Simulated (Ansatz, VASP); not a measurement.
# Cs2NaAlH6: VASP beside Ansatz

INCAR

```
  PREC = Accurate
  ENCUT = 520
  EDIFF = 1E-6
  ISMEAR = 0
  SIGMA = 0.01
  LREAL = False
  LASPH = True
  NELM = 80
  ALGO = Normal
  ISIF = 2
  LWAVE = False
  LCHARG = False
  NBANDS = 28
```

The input KPOINTS:

```
Automatic mesh
0
Gamma
  4 4 4
```

POSCAR

```
Cs2NaAlH6
1.0
    0.0000000000      4.3129590000      4.3129590000
    4.3129590000      0.0000000000      4.3129590000
    4.3129590000      4.3129590000      0.0000000000
Cs Na Al H
2 1 1 6
Direct
    0.2500000000      0.2500000000      0.2500000000
    0.7500000000      0.7500000000      0.7500000000
    0.5000000000      0.5000000000      0.5000000000
    0.0000000000      0.0000000000      0.0000000000
    0.2087550000      0.7912450000      0.7912450000
    0.2087550000      0.7912450000      0.2087550000
    0.7912450000      0.2087550000      0.7912450000
    0.7912450000      0.7912450000      0.2087550000
    0.2087550000      0.2087550000      0.7912450000
    0.7912450000      0.2087550000      0.2087550000
```

Input for Ansatz:

```yaml
crystal:
  lattice:
    - [0.0, 4.312959, 4.312959]
    - [4.312959, 0.0, 4.312959]
    - [4.312959, 4.312959, 0.0]
  atoms:
    - { symbol: Cs, position: [0.25, 0.25, 0.25] }
    - { symbol: Cs, position: [0.75, 0.75, 0.75] }
    - { symbol: Na, position: [0.5, 0.5, 0.5] }
    - { symbol: Al, position: [0.0, 0.0, 0.0] }
    - { symbol: H, position: [0.208755, 0.791245, 0.791245] }
    - { symbol: H, position: [0.208755, 0.791245, 0.208755] }
    - { symbol: H, position: [0.791245, 0.208755, 0.791245] }
    - { symbol: H, position: [0.791245, 0.791245, 0.208755] }
    - { symbol: H, position: [0.208755, 0.208755, 0.791245] }
    - { symbol: H, position: [0.791245, 0.208755, 0.208755] }
kpoints:
  mp_grid:
    grid: [4, 4, 4]
hamiltonian:
  xc: lda
scf:
  occupations:
    method: fixed
output:
  write_density: true
  volumetric_format: npy
  elf: true
  eigenvalues: true
```

Alike in both runs: task single point; functional LDA; k mesh 4 × 4 × 4; no spin polarisation.

|  | VASP | Ansatz |
| --- | --- | --- |
| version | VASP 6.6.1 | Ansatz 0.2.0 |
| potentials or method | VASP PAW LDA potentials, release 64 (Cs_sv, Na_pv, Al, H) | plane waves, PAW |
| plane-wave cutoff (eV) | 520 | 420 |
| occupations | gaussian, width 0.01 eV | fixed |
| valence electrons in the cell | 34 | 36 |

|  | VASP | Ansatz | Ansatz less VASP |
| --- | --- | --- | --- |
| gap on the k mesh at the Fermi level (eV) | 1.76 | 1.76 | 0.000 |

LDA's correlation is that of Perdew and Zunger in VASP and of Perdew and Wang (1992) in Ansatz. VASP's potentials hold 34 valence electrons a cell and Ansatz's 36, so a difference there can come from the potentials and not from the codes.

Spin-orbit coupling is off throughout.
